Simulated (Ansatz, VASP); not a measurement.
## TePb in VASP and in Ansatz

```xyz
2
Lattice="0.0000 3.6415 3.6415 3.6415 0.0000 3.6415 3.6415 3.6415 0.0000" Properties=species:S:1:pos:R:3 pbc="T T T"
Pb    0.0000    0.0000    0.0000
Te    1.8207    1.8207    1.8207
```

Alike in both runs: task single point; functional PBE; k mesh 4 × 4 × 4; occupations methfessel-paxton of order 1, width 0.5 eV; no spin polarisation.

|  | VASP | Ansatz |
| --- | --- | --- |
| version | VASP 6.6.1 | Ansatz 0.2.0 |
| potentials or method | VASP PAW PBE potentials, release 64 (Pb_d, Te) | plane waves |
| plane-wave cutoff (eV) | 500 | 420 |
| valence electrons in the cell | 20 | 30 |

|  | VASP | Ansatz | Ansatz less VASP |
| --- | --- | --- | --- |
| pressure (GPa) | 0.4 | 0.4 | +0.03 |

The functional is the same, so the differences come from potentials, cutoffs and numerics. VASP's potentials hold 20 valence electrons a cell and Ansatz's 30, so a difference there can come from the potentials and not from the codes.

Neither program's run includes spin-orbit coupling.
